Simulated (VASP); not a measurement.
Here is a VASP 6.6.1 calculation.

Contents of INCAR:

```
ALGO = Normal
EDIFF = 1E-8
ENCUT = 520
GGA = PE
ISIF = 2
ISMEAR = -1
LASPH = True
LCHARG = False
LEFG = True
LREAL = False
LWAVE = False
NBANDS = 21
NELM = 80
PREC = Accurate
SIGMA = 0.05
```

Contents of KPOINTS:

```
k-points
0
Gamma
  8 8 8
```

File POSCAR:

```
Pb
1.0
    0.0000000000      3.4390000555      3.5077800566
    3.4390000555      0.0000000000      3.5077800566
    3.4390000555      3.4390000555      0.0000000000
Pb
2
Direct
    0.0000000000      0.0000000000      0.0000000000
    0.2500000000      0.2500000000      0.2500000000
```

Potentials or basis: VASP PAW PBE potentials, release 64 (Pb_d).

The run is started by

```sh
$ cat potpaw_PBE.64/Pb_d/POTCAR > POTCAR
$ mpirun -np 1 vasp_std > vasp.out
```

(1) What does it give for the band gap on the k mesh?

(2) Predict the pressure.

Results:

(1) zero (band 14 reaches 4.60 eV, above the bottom of band 15 at 3.50 eV).

(2) 1.6 GPa.

Caveat: the cell differs from its parent crystal (zz strain of +2 %); without QUAD_EFG the Cq values of the log hold for a quadrupole moment of 1 mb, not for the nuclei; spin-orbit coupling is left out, which moves the levels of the heavy elements.
